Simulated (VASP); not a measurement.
A run of VASP 6.6.1:

Contents of INCAR:

```
SYSTEM = Os
PREC     = Accurate       ! precision mode
ENCUT    = 520            ! plane-wave cutoff, eV
EDIFF    = 1E-6           ! SCF threshold, eV
ISMEAR   = 0              ! smearing method
SIGMA    = 0.019000000000000003 ! smearing width, eV
LREAL    = .False.        ! projectors in reciprocal space
LASPH    = .True.         ! aspherical terms in the spheres
NELM     = 60             ! most SCF steps
ALGO     = Normal         ! electronic algorithm
ISIF     = 2              ! what is computed and relaxed
LWAVE    = .False.        ! write WAVECAR
LCHARG   = .False.        ! write CHGCAR
GGA      = PE             ! functional
NBANDS   = 15             ! bands
```

KPOINTS

```
regular mesh
0
Gamma
  11 11 6
  0 0 0
```

File POSCAR:

```
Os
1.0
    2.7341000000      0.0000000000      0.0000000000
   -1.3670500000      2.3678000565      0.0000000000
    0.0000000000      0.0000000000      4.3197000000
Os
2
Direct
    0.6666666667      0.3333333333      0.7500000000
    0.3333333333      0.6666666667      0.2500000000
```

Potentials or basis: VASP PAW PBE potentials, release 64 (Os).

The run is started by

```bash
$ cat potpaw_PBE.64/Os/POTCAR > POTCAR
$ mpirun -np 1 vasp_std > vasp.out
```

Hardware: 1 thread of Intel Xeon 8259CL, on a shared host.

Question: How long does it take, and how much memory?

Answer: Wall time 29 s on 1 thread of Intel Xeon 8259CL (shared host), peak memory 0.15 GiB. Counts: scf iterations 12, k points 64.
